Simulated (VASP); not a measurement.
# TiAl3 in VASP: a series of runs, part 2 of 2

VASP 6.6.1. Earlier steps stand in the parts before.

## Step 3: Single point, PBE (atoms moved at random)

Contents of INCAR:

```
ALGO = Normal ; EDIFF = 1E-7
ENCUT = 440 ; GGA = PE
GGA_COMPAT = False ; ISIF = 2
ISMEAR = 1 ; ISYM = 0
LASPH = True ; LCHARG = False
LREAL = False ; LWAVE = False
NELM = 120 ; PREC = Accurate
SIGMA = 0.1
```

Contents of KPOINTS:

```
k-points
0
Gamma
  2 2 2
```

Contents of POSCAR:

```
TiAl3
1.0
    7.9113425000      0.0000000000      0.0000000000
    0.0000000000      7.9113425000      0.0000000000
    0.0000000000      0.0000000000      7.9113425000
Ti Al
8 24
Direct
    0.0015600000     -0.0011290000     -0.0027960000
   -0.0007600000      0.0042750000      0.4980640000
    0.0007230000      0.5034760000      0.0017620000
   -0.0101190000      0.4990660000      0.5046210000
    0.5047070000      0.0045230000     -0.0012080000
    0.5015980000      0.0015690000      0.4994300000
    0.5010680000      0.4960360000     -0.0059970000
    0.5055690000      0.5024290000      0.5055750000
    0.0016640000      0.2508220000      0.2487100000
   -0.0007840000      0.2489120000      0.7544360000
    0.0046260000      0.7568570000      0.2489490000
    0.0023320000      0.7557860000      0.7533200000
    0.4951620000      0.2500080000      0.2499460000
    0.4994360000      0.2517230000      0.7424160000
    0.4973450000      0.7493160000      0.2470590000
    0.4972150000      0.7497520000      0.7530560000
    0.2447550000     -0.0021380000      0.2483960000
    0.2528600000      0.0004400000      0.7496540000
    0.2495720000      0.4941280000      0.2589190000
    0.2472500000      0.5007360000      0.7562850000
    0.7479630000     -0.0023980000      0.2511810000
    0.7477970000      0.0014760000      0.7497590000
    0.7441400000      0.5021600000      0.2425530000
    0.7471350000      0.4996500000      0.7541880000
    0.2474250000      0.2488510000      0.0059990000
    0.2523560000      0.2482870000      0.5002280000
    0.2504110000      0.7483930000     -0.0029760000
    0.2454400000      0.7520830000      0.5027760000
    0.7480470000      0.2478110000     -0.0016840000
    0.7492110000      0.2476390000      0.4985490000
    0.7480510000      0.7445560000     -0.0010150000
    0.7513640000      0.7521490000      0.4975650000
```

Potentials or basis: VASP PAW PBE potentials, release 64 (Ti_sv, Al).

On the command line:

```sh
cat potpaw_PBE.64/Ti_sv/POTCAR potpaw_PBE.64/Al/POTCAR > POTCAR
mpirun -np 8 vasp_std > vasp.out
```

OUTCAR:

```text
EDIFF = 1E-7
   ENCUT = 440
   GGA = PE
   ISIF = 2
   ISMEAR = 1
   ISYM = 0
   LASPH = True
   LREAL = False
   NELM = 120
   PREC = Accurate

 ion  position               nearest neighbor table
   1  0.002  0.999  0.997-  12 2.72  10 2.76  11 2.76  17 2.77  25 2.77  18 2.79  27 2.79  22 2.80
                            29 2.81   9 2.82  21 2.84  31 2.84
   2  0.999  0.004  0.498-  30 2.76  17 2.77   9 2.77  11 2.78  26 2.78  21 2.79  28 2.79  32 2.80
                            10 2.80  22 2.81  12 2.82  18 2.83
   3  0.001  0.503  0.002-  20 2.75  31 2.76  27 2.77  23 2.78   9 2.80  11 2.80  12 2.80  24 2.80
                            25 2.81  10 2.81  19 2.83  29 2.84
   4  0.990  0.499  0.505-  32 2.75  30 2.75  24 2.75  10 2.80   9 2.82  19 2.83  12 2.83  23 2.84
                            28 2.85  20 2.85  26 2.87  11 2.87
   5  0.505  0.005  0.999-  29 2.72  22 2.75  21 2.77  13 2.78  16 2.80  18 2.80  25 2.81  31 2.82
                            15 2.82  14 2.82  17 2.85  27 2.86
   6  0.502  0.002  0.499-  14 2.76  30 2.76  21 2.77  26 2.77  22 2.78  13 2.79  18 2.79  32 2.79
                            15 2.82  16 2.83  28 2.83  17 2.84
   7  0.501  0.496  0.994-  24 2.72  23 2.75  20 2.75  16 2.77  29 2.77  31 2.77  14 2.77  25 2.80
                            13 2.81  27 2.81  15 2.83  19 2.89
   8  0.506  0.502  0.506-  14 2.73  24 2.74  16 2.77  32 2.77  30 2.79  23 2.81  19 2.81  15 2.83
                            26 2.84  13 2.84  20 2.85  28 2.85
   9  0.002  0.251  0.249-  25 2.73  19 2.75   2 2.77  17 2.78   3 2.80  26 2.81  30 2.81   1 2.82
[... 33 lines left out ...]
  26  0.252  0.248  0.500-  19 2.73  14 2.74  13 2.76   6 2.77   2 2.78  18 2.78   9 2.81  17 2.81
                            10 2.84   8 2.84  20 2.85   4 2.87
  27  0.250  0.748  0.997-  20 2.73  16 2.75  12 2.75   3 2.77  15 2.78  11 2.79   1 2.79  18 2.79
                            17 2.80   7 2.81   5 2.86  19 2.89
  28  0.245  0.752  0.503-  12 2.76  11 2.77  18 2.77   2 2.79  17 2.80  19 2.81  16 2.81  20 2.82
                             6 2.83  15 2.84   4 2.85   8 2.85
  29  0.748  0.248  0.998-   5 2.72  22 2.77  10 2.77   7 2.77  24 2.77  23 2.79   1 2.81  21 2.81
                             9 2.82  13 2.82  14 2.82   3 2.84
  30  0.749  0.248  0.499-   4 2.75   2 2.76   6 2.76  14 2.76  22 2.78  21 2.78   8 2.79   9 2.81
                            13 2.81  10 2.83  24 2.84  23 2.86
  31  0.748  0.745  0.999-  23 2.72  24 2.74   3 2.76   7 2.77  16 2.78  15 2.79  12 2.80   5 2.82
                            21 2.83  22 2.83  11 2.84   1 2.84
  32  0.751  0.752  0.498-  21 2.75   4 2.75   8 2.77   6 2.79   2 2.80  22 2.81  11 2.81  15 2.82
                            23 2.83  12 2.83  24 2.85  16 2.85

[... 186 lines left out ...]
 Free energy of the ion-electron system (eV)
  ---------------------------------------------------
  ext. energy  EPLUGINS =         0.00000000
  ---------------------------------------------------
  free energy    TOTEN  =      -164.31102263 eV

  energy without entropy =     -164.31914760  energy(sigma->0) =     -164.31373095

 E-fermi :   9.3055     XC(G=0): -10.8290

 val. band max:        9.2729853963   @ k =   0.0000   0.0000   0.0000
 cond. band min:       9.3179147065   @ k =   0.5000   0.0000   0.5000
 fundamental gap:      0.0449293101
 Fermi energy:         9.3055409631

 k-point     1 :       0.0000    0.0000    0.0000
  band No.  band energies     occupation
      1     -47.8487      2.00000
      2     -47.8395      2.00000
      3     -47.8372      2.00000
      4     -47.8356      2.00000
      5     -47.8261      2.00000
      6     -47.8246      2.00000
[... 781 lines left out ...]
     95      10.0716     -0.00000
     96      10.0893     -0.00000
 [bands above 96 left out]

------------------------ aborting loop because EDIFF is reached ----------------------------------------

  FORCE on cell =-STRESS in cart. coord.  units (eV):
  Direction    XX          YY          ZZ          XY          YZ          ZX
  --------------------------------------------------------------------------------------
  -------------------------------------------------------------------------------------
  Total        6.9528351      6.5719652      6.8871846      0.0732776     -0.0978206     -0.1413717
  in kB       22.4968624     21.2645049     22.2844410      0.2370999     -0.3165122     -0.4574279
  external PRESSURE =      22.0152695 kB  Pullay stress =       0.0000000 kB

 VOLUME and BASIS-vectors are now :
 -----------------------------------------------------------------------------
  energy-cutoff  :      440.00
  volume of cell :      495.17
      direct lattice vectors                 reciprocal lattice vectors
     7.911342500  0.000000000  0.000000000     0.126400797  0.000000000  0.000000000
     0.000000000  7.911342500  0.000000000     0.000000000  0.126400797  0.000000000
     0.000000000  0.000000000  7.911342500     0.000000000  0.000000000  0.126400797

 POSITION                                       TOTAL-FORCE (eV/Angst)
 -----------------------------------------------------------------------------------
      0.01234      7.90241      7.88922        -0.247680      0.122181      0.191948
      7.90533      0.03382      3.94035        -0.049198     -0.201341      0.278775
      0.00572      3.98317      0.01394        -0.161344     -0.263837     -0.034340
      7.83129      3.94828      3.99223         0.506877      0.101234     -0.207488
      3.99291      0.03578      7.90179        -0.445001     -0.299016      0.040215
      3.96831      0.01241      3.95116        -0.122370     -0.217824      0.004920
[... 24 lines left out ...]
      5.91809      5.89044      7.90331         0.083744      0.469248      0.033807
      5.94430      5.95051      3.93641        -0.082813     -0.070324      0.136690
 -----------------------------------------------------------------------------------
    total drift:                                0.000106      0.000023      0.000403

  FREE ENERGIE OF THE ION-ELECTRON SYSTEM (eV)
  ---------------------------------------------------
  free  energy   TOTEN  =      -164.3110226272 eV

  energy  without entropy=     -164.3191476015  energy(sigma->0) =     -164.31373095
```

stdout:

```text
POSCAR found type information on POSCAR TiAl
 POSCAR found :  2 types and      32 ions
 scaLAPACK will be used
 -----------------------------------------------------------------------------
|                                                                             |
|           W    W    AA    RRRRR   N    N  II  N    N   GGGG   !!!           |
[... 24 lines left out ...]
|                                                                             |
 -----------------------------------------------------------------------------

 LDA part: xc-table for (Slater+PW92), standard interpolation
 POSCAR, INCAR and KPOINTS ok, starting setup
 FFT: planning ... GRIDC
 FFT: planning ... GRID_SOFT
 FFT: planning ... GRID
 WAVECAR not read
 entering main loop
```

Run time: 1.9 min. Hardware: 8 MPI ranks of Intel Xeon Platinum 8488C (Sapphire Rapids), shared host; peak memory 0.2 GiB.

Results:

* Free energy: -164.3110 eV
* Pressure: 2.2 GPa
* Largest force: 0.580 eV/Å
* Band gap on the k mesh: zero (bands 84 and 85 overlap by 0.84 eV)

Forces in eV/Å, atoms in the order of the input:
```
Ti  -0.248  0.122  0.192
Ti  -0.049 -0.201  0.279
Ti  -0.161 -0.264 -0.034
Ti   0.507  0.101 -0.207
Ti  -0.445 -0.299  0.040
Ti  -0.122 -0.218  0.005
Ti  -0.292  0.115  0.348
Ti  -0.367 -0.069 -0.314
Al  -0.284  0.034  0.095
Al   0.058  0.119 -0.206
Al  -0.277 -0.490  0.086
Al  -0.243 -0.274 -0.248
Al   0.276  0.013  0.019
Al  -0.047 -0.113  0.451
Al  -0.052 -0.016  0.131
Al   0.168  0.112 -0.220
Al   0.405  0.103  0.038
Al  -0.082  0.126  0.056
Al  -0.005  0.444 -0.261
Al   0.006 -0.135 -0.441
Al   0.106  0.125 -0.237
Al   0.136 -0.124 -0.023
Al   0.301 -0.132  0.477
Al   0.271  0.041 -0.242
Al   0.173  0.046 -0.345
Al  -0.251  0.195  0.107
Al   0.115  0.122  0.286
Al   0.220 -0.196 -0.085
Al   0.148  0.083  0.132
Al   0.034  0.229 -0.048
Al   0.084  0.469  0.034
Al  -0.083 -0.070  0.137
```

Caveat: the k points lie up to 0.40 Å⁻¹ apart, too coarse for converged energies and pressures of a metal; the cell differs from its parent crystal (atoms moved at random).
